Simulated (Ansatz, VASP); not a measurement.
**Fe: VASP beside Ansatz**

```
Fe
1.0
    -1.37531    1.37531    1.37531
     1.37531   -1.37531    1.37531
     1.37531    1.37531   -1.37531
Fe
1
Direct
  0.00000 0.00000 0.00000
```

Alike in both runs: functional LDA; k mesh 22 × 22 × 22; occupations gaussian, width 0.1 eV; collinear spin.

Ansatz relaxed the structure, and its values are those at the end. VASP's run is a single point on that final structure, the one shown.

|  | VASP | Ansatz |
| --- | --- | --- |
| version | VASP 6.6.1 | Ansatz 0.2.0 |
| potentials or method | VASP PAW LDA potentials, release 64 (Fe), cutoff 520 eV | scalar-relativistic, plane waves, PAW |
| valence electrons in the cell | 8 | 16 |

|  | VASP | Ansatz | Ansatz less VASP |
| --- | --- | --- | --- |
| gap on the k mesh at the Fermi level (eV) | none | none | - |
| pressure (GPa) | -1.2 | 0.0 | +1.20 |
| net moment per atom (μB) | 1.95 | 1.99 | +0.042 |
| size of the moment on the site where the two differ most (μB) | 1.92 | 1.99 | +0.075 |

LDA's correlation is that of Perdew and Zunger in VASP and of Perdew and Wang (1992) in Ansatz. Site moments also hang on the region over which each program counts them. A gap of «none» marks a metal or a gap that the smearing closes. VASP's potentials hold 8 valence electrons a cell and Ansatz's 16, so a difference there can come from the potentials and not from the codes.
